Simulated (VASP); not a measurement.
Here is a VASP 6.6.1 calculation.

Contents of INCAR:

```
PREC = Accurate
ENCUT = 520
EDIFF = 1E-7
ISMEAR = 0
SIGMA = 0.1
LREAL = False
LASPH = True
NELM = 100
ALGO = Normal
ISIF = 2
LWAVE = False
LCHARG = False
GGA = PE
NBANDS = 11
```

File KPOINTS:

```
regular mesh
0
Gamma
  16 16 16
```

File POSCAR:

```
Ba
1.0
    0.0000000000      3.1740030673      3.1740030673
    3.1740030673      0.0000000000      3.1740030673
    3.1740030673      3.1740030673      0.0000000000
Ba
1
Direct
    0.0000000000      0.0000000000      0.0000000000
```

Potentials or basis: VASP PAW PBE potentials, release 64 (Ba_sv).

Command:

```bash
$ cat potpaw_PBE.64/Ba_sv/POTCAR > POTCAR
$ mpirun -np 1 vasp_std > vasp.out
```

Task: Estimate the pressure.

Result: 0.1 GPa.

Task: Predict the band gap on the k mesh.

Result: Zero (bands 5 and 6 overlap by 0.22 eV).

Caveat: spin-orbit coupling is left out, which moves the levels of the heavy elements.
